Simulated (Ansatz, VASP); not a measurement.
One calculation of TaN, two programs

```xyz
4
Lattice="2.9218 0.0000 0.0000 -1.4609 2.5303 0.0000 0.0000 0.0000 5.9165" Properties=species:S:1:pos:R:3 pbc="T T T"
Ta    0.0000    0.0000    2.9583
Ta    0.0000    0.0000    0.0000
N     0.0000    1.6869    1.4791
N     1.4609    0.8434    4.4374
```

Alike in both runs: functional RPBE; k mesh 6 × 6 × 3; occupations fermi-dirac, width 0.05 eV; no spin polarisation.

```csv
,VASP,Ansatz
version,VASP 6.6.1,Ansatz 0.2.0
potentials or method,"VASP PAW PBE potentials, release 64 (Ta_pv, N)",Ansatz PAW
plane-wave cutoff (eV),520,420
valence electrons in the cell,32,36
task,single point,projected density of states
```

Ansatz gave:

```
gap on the k mesh at the Fermi level (eV)                     : none
pressure (GPa)                                                : 3.1
traceless stress, the component that is largest in VASP (GPa) : -0.75
```

Task: What did VASP give for the same quantities?

Result: gap on the k mesh at the Fermi level (eV): none; pressure (GPa): 3.8; traceless stress, the component that is largest in VASP (GPa): -0.73.

VASP's potentials were made for PBE, not for RPBE. A gap of «none» marks a metal or a gap that the smearing closes. VASP's potentials hold 32 valence electrons a cell and Ansatz's 36, so a difference there can come from the potentials and not from the codes.

The k mesh is coarse, so the values compare programs but aren't converged. Spin-orbit coupling is off throughout.
